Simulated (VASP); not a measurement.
Ga: relaxation of cell and atoms with PBE

Crystal: Ga.

```
Ga
1.0
    -0.01853   -2.74166    0.00046
    -5.37548   -0.03706    0.00408
     0.00408    0.00092   -5.44539
Ga
4
Direct
  0.99635 0.00265 0.00446
  0.00437 0.00336 0.49154
  0.00171 0.48597 0.99675
  0.99757 0.50802 0.50725
```

```json
{"Program": "VASP 6.6.1", "Task": "relaxation of cell and atoms", "Functional": "PBE", "Potentials or basis": "VASP PAW PBE potentials, release 64 (Ga_d)", "Cutoff": "600 eV", "k mesh": "8 × 4 × 4", "Occupations": "gaussian, width 0.2 eV", "Spin": "no spin polarisation", "Dipole correction": "no", "Further INCAR settings": "ALGO = Fast; EDIFF = 1e-07; IBRION = 2; EDIFFG = -0.025; NSW = 80; ISIF = 3"}
```

```
Relaxed volume                        : 20.34 Å³/atom
Relaxed cell                          : a = 2.728 Å, b = 5.457 Å, c = 5.467 Å, α = 90.21°, β = 89.94°, γ = 88.79°
Space group after relaxing (to 0.1 Å) : Cmcm (No. 63)
Energy gained by relaxing             : 10.0 meV/atom
Ionic steps                           : 8
Pressure after relaxing               : 0.0 GPa
Largest force after relaxing          : 0.013 eV/Å
Band gap on the k mesh                : zero (bands 26 and 27 overlap by 4.86 eV)
```

Forces on the atoms (eV/Å):
```
Ga   0.004  0.003  0.006
Ga  -0.006 -0.003 -0.001
Ga   0.012 -0.001 -0.005
Ga  -0.010  0.001  0.000
```

Stress tensor (GPa, compression positive):
```
-0.06  0.13 -0.02
 0.13 -0.04  0.03
-0.02  0.03  0.02
```

Step by step:
```csv
step,energy change (eV),largest force (eV/Å),pressure (GPa),volume (Å³)
1,0.0000,0.4551,0.82,80.25
2,-0.0273,0.2517,0.06,81.45
3,-0.0337,0.1428,-0.52,82.28
4,-0.0339,0.1273,-0.53,82.41
5,-0.0384,0.0687,-0.12,81.65
6,-0.0393,0.0340,0.14,81.22
7,-0.0393,0.0289,0.18,81.15
8,-0.0399,0.0127,-0.03,81.37
```

Final structure:
```yaml
crystal:
  lattice:
    - [-0.02900, -2.72794, -0.00140]
    - [-5.45695, -0.05724, 0.00982]
    - [0.00995, -0.00283, -5.46703]
  atoms:
    - { symbol: Ga, position: [0.99610, 0.99386, 0.99799] }
    - { symbol: Ga, position: [0.00468, 0.00607, 0.49776] }
    - { symbol: Ga, position: [0.00178, 0.49399, 0.00201] }
    - { symbol: Ga, position: [0.99744, 0.50608, 0.50224] }
```

Levels at points of the mesh, in eV from the Fermi level:
| k point | band 22 | band 23 | band 24 | band 25 | band 26 | band 27 | band 28 | band 29 | band 30 | band 31 |
| --- | --- | --- | --- | --- | --- | --- | --- | --- | --- | --- |
| (0.00, 0.00, 0.00) | -5.98 | -5.95 | -3.82 | -3.81 | -1.50 | -0.46 | -0.39 | 4.42 | 9.02 | 9.07 |
| (0.50, 0.00, 0.00) | -3.81 | -1.50 | -1.48 | -0.59 | -0.44 | -0.41 | -0.23 | 2.62 | 2.83 | 2.98 |
| (0.00, 0.50, 0.00) | -8.98 | -4.80 | -4.80 | -2.58 | -2.57 | 1.76 | 1.77 | 5.48 | 5.48 | 8.91 |
| (0.50, 0.50, 0.00) | -4.77 | -2.57 | -2.57 | -0.39 | -0.39 | 0.78 | 0.78 | 0.81 | 0.81 | 5.51 |
| (0.00, 0.00, 0.50) | -8.99 | -4.77 | -4.77 | -2.58 | -2.58 | 1.72 | 1.72 | 5.46 | 5.47 | 8.90 |
| (0.50, 0.00, 0.50) | -4.77 | -2.58 | -2.58 | -0.36 | -0.36 | 0.62 | 0.62 | 0.98 | 0.98 | 5.47 |
| (0.00, 0.50, 0.50) | -7.74 | -7.73 | -7.73 | 2.42 | 2.43 | 2.46 | 2.47 | 3.49 | 3.50 | 3.55 |
| (0.50, 0.50, 0.50) | -3.58 | -3.57 | -3.57 | -1.36 | -1.35 | -1.34 | -1.34 | 5.74 | 5.77 | 5.78 |

Wall time 17 min on 1 thread of Intel(R) Xeon(R) Platinum 8259CL CPU @ 2.50GHz (Skylake/Cascade Lake) (shared host), peak memory 0.33 GiB.
